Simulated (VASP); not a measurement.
Set up this calculation in VASP 6.6.1, as the native input.

* Task: single point
* Functional: PBE0
* Potentials or basis: VASP PAW PBE potentials, release 64 (Gd, O)
* Cutoff: 520 eV
* k mesh: 4 × 4 × 4
* Occupations: fermi-dirac, width 0.05 eV
* Spin: collinear spin, ferromagnetic start
* Starting moments: [7.0, 0.0] μB
* Dipole correction: no
* Grid for exact exchange (PRECFOCK): Normal
* Further INCAR settings: ALGO = Normal; EDIFF = 1e-06; NBANDS = 23
* Share of exact exchange: 0.25

Crystal: GdO.

```
Gd O
1.0
     0.00000    2.68188    2.68188
     2.68188    0.00000    2.68188
     2.68188    2.68188    0.00000
Gd O
1 1
Direct
  0.00000 0.00000 0.00000
  0.75000 0.75000 0.75000
```

These files were run (other wordings do the same):

POSCAR

```
GdO
1.0
    0.0000000000      2.6818786486      2.6818786486
    2.6818786486      0.0000000000      2.6818786486
    2.6818786486      2.6818786486      0.0000000000
Gd O
1 1
Direct
    0.0000000000      0.0000000000      0.0000000000
    0.7500000000      0.7500000000      0.7500000000
```

INCAR.step1

```
SYSTEM = GdO
PREC = Accurate
ENCUT = 520
EDIFF = 1E-5
ISMEAR = -1
SIGMA = 0.05
LREAL = .FALSE.
LASPH = .TRUE.
NELM = 150
ALGO = Normal
ISIF = 2
LWAVE = .TRUE.
LCHARG = .FALSE.
ISPIN = 2
MAGMOM = 7 0
LORBIT = 11
LMAXMIX = 6
GGA = PE
NBANDS = 23
```

INCAR.step2

```
SYSTEM = GdO
PREC = Accurate
ENCUT = 520
EDIFF = 1E-6
ISMEAR = -1
SIGMA = 0.05
LREAL = .FALSE.
LASPH = .TRUE.
NELM = 150
ALGO = Normal
ISIF = 2
LWAVE = .FALSE.
LCHARG = .FALSE.
ISPIN = 2
MAGMOM = 7 0
LORBIT = 11
LMAXMIX = 6
GGA = PE
LHFCALC = .TRUE.
AEXX = 0.25
PRECFOCK = Normal
ISTART = 1
NBANDS = 23
```

KPOINTS

```
regular mesh
0
G
  4 4 4
  0 0 0
```

Potentials or basis: VASP PAW PBE potentials, release 64 (Gd, O).

Run with:

```console
$ cat potpaw_PBE.64/Gd/POTCAR potpaw_PBE.64/O/POTCAR > POTCAR
$ cp INCAR.step1 INCAR
$ mpirun -np 1 vasp_std > vasp.out
$ cp INCAR.step2 INCAR
$ mpirun -np 1 vasp_std > vasp.out
```

It gave:

| Property | Result |
| --- | --- |
| Pressure | -0.1 GPa |
| Band gap on the k mesh | zero (filled and empty bands overlap) |
| Net moment | 7.97 μB per cell |
| Site moments | Gd +7.07; O +0.03 μB |
| Valence electrons inside the program's atomic spheres | Gd 15.15; O 5.05 |

Caveat: the k points lie up to 0.51 Å⁻¹ apart, too coarse for converged energies and pressures of a metal; the PAW data sets were made with another functional, which shifts forces and pressure a little; spin-orbit coupling is left out, which moves the levels of the heavy elements; a cell with one magnetic atom can't hold antiferromagnetic order, which such compounds often take.

Wall time 24 min on 1 thread of Intel(R) Xeon(R) Platinum 8375C CPU @ 2.90GHz (Ice Lake) (shared host), peak memory 0.21 GiB.
